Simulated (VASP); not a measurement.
**C: single point with PBEsol**

The system is C, a slab with vacuum.

```
C
1.0
     3.55380    3.55380    0.00000
    -3.55380    3.55380    0.00000
     0.00000    0.00000   27.32676
C
64
Direct
  0.00061 0.11292 0.26236
  0.00060 0.99514 0.38628
  0.00060 0.00042 0.51599
  0.00061 0.00002 0.64933
  0.50062 0.38689 0.26237
  0.50060 0.50482 0.38622
  0.50060 0.49964 0.51656
  0.50061 0.50013 0.64355
  0.25061 0.01799 0.28711
  0.25060 0.99556 0.41878
  0.25060 0.00047 0.54833
  0.25061 0.00004 0.68379
  0.75061 0.48186 0.28711
  0.75060 0.50441 0.41870
  0.75060 0.49960 0.54922
  0.75061 0.50013 0.67414
  0.00061 0.38690 0.26236
  0.00060 0.50482 0.38622
  0.00060 0.49964 0.51656
  0.00061 0.50013 0.64355
  0.50062 0.11291 0.26235
  0.50060 0.99513 0.38628
  0.50060 0.00042 0.51599
  0.50061 0.00002 0.64933
  0.25062 0.48186 0.28711
  0.25060 0.50441 0.41870
  0.25060 0.49960 0.54922
  0.25062 0.50014 0.67414
  0.75062 0.01797 0.28711
  0.75060 0.99557 0.41878
  0.75060 0.00047 0.54834
  0.75061 0.00004 0.68379
  0.25061 0.75001 0.31625
  0.25060 0.74957 0.45171
  0.25061 0.75447 0.58126
  0.25061 0.73198 0.71294
  0.75061 0.24992 0.32591
  0.75060 0.25043 0.45082
  0.75060 0.24563 0.58135
  0.75062 0.26810 0.71292
  0.00061 0.24993 0.35649
  0.00060 0.25040 0.48348
  0.00061 0.24521 0.61382
  0.00061 0.36299 0.73768
  0.50062 0.74997 0.35071
  0.50060 0.74962 0.48405
  0.50061 0.75488 0.61376
  0.50062 0.63698 0.73769
  0.25061 0.24992 0.32590
  0.25060 0.25043 0.45082
  0.25061 0.24562 0.58135
  0.25061 0.26809 0.71292
  0.75061 0.75001 0.31625
  0.75060 0.74957 0.45171
  0.75061 0.75447 0.58126
  0.75062 0.73198 0.71294
  0.00061 0.74997 0.35071
  0.00060 0.74963 0.48405
  0.00061 0.75489 0.61376
  0.00062 0.63698 0.73768
  0.50060 0.24993 0.35649
  0.50060 0.25040 0.48348
  0.50060 0.24521 0.61382
  0.50062 0.36299 0.73768
```

```
Program                : VASP 6.6.1
Task                   : single point
Functional             : PBEsol
Potentials or basis    : VASP PAW PBE potentials, release 64 (C)
Cutoff                 : 520 eV
k mesh                 : 3 × 3 × 1
Occupations            : fermi-dirac, width 0.05 eV
Spin                   : no spin polarisation
Dipole correction      : no
Further INCAR settings : LREAL = Auto; ALGO = Normal; EDIFF = 1e-06; NBANDS = 166; NELMDL = -8
```

| Property | Result |
| --- | --- |
| Largest force | 0.088 eV/Å |

Forces in eV/Å, atoms in the order of the input:
```
C    0.048 -0.047 -0.048
C   -0.001  0.001  0.006
C   -0.001  0.001 -0.010
C    0.000  0.002 -0.009
C   -0.051  0.049 -0.052
C    0.001  0.000  0.008
C   -0.001 -0.002 -0.004
C    0.002 -0.001 -0.005
C    0.028 -0.030 -0.004
C   -0.007  0.007 -0.003
C    0.001  0.001 -0.009
C    0.004 -0.007  0.022
C   -0.035  0.035  0.003
C    0.008 -0.005 -0.007
C   -0.001  0.000 -0.001
C    0.003 -0.001  0.006
C   -0.050  0.051 -0.047
C    0.002  0.000  0.008
C   -0.001 -0.002 -0.003
C    0.002  0.000 -0.006
C    0.047 -0.048 -0.041
C   -0.002  0.000  0.006
C    0.000  0.000 -0.010
C    0.000  0.003 -0.010
C   -0.038  0.033  0.002
C    0.008 -0.005 -0.006
C   -0.002  0.001 -0.001
C    0.002 -0.003  0.004
C    0.024 -0.030 -0.002
C   -0.007  0.007 -0.003
C    0.001  0.001 -0.010
C    0.004 -0.005  0.022
C    0.007 -0.007 -0.018
C    0.001  0.001  0.010
C    0.007 -0.009  0.008
C   -0.036  0.034 -0.006
C    0.003 -0.004 -0.007
C    0.000 -0.003 -0.004
C   -0.006  0.010  0.008
C    0.030 -0.033  0.000
C    0.003  0.001  0.005
C    0.000 -0.001  0.005
C    0.000  0.001 -0.005
C    0.047 -0.047  0.043
C   -0.005  0.003  0.004
C    0.002 -0.001  0.011
C   -0.003  0.001 -0.006
C   -0.050  0.050  0.050
C    0.004 -0.002 -0.005
C    0.000 -0.003 -0.004
C   -0.006  0.009  0.007
C    0.030 -0.032 -0.001
C    0.007 -0.008 -0.018
C    0.001  0.001  0.011
C    0.008 -0.009  0.008
C   -0.035  0.031 -0.005
C   -0.004  0.004  0.004
C    0.002 -0.002  0.011
C   -0.002  0.002 -0.006
C   -0.050  0.049  0.051
C    0.003  0.002  0.006
C    0.000 -0.001  0.006
C    0.001  0.001 -0.004
C    0.047 -0.047  0.044
```

Run time: 46 min on 1 thread of Intel Xeon 8259CL (shared host), peak memory 0.84 GiB.

Caveat: there is no dipole correction, which matters where the two faces differ; the PAW data sets were made with another functional, which shifts forces and pressure a little.
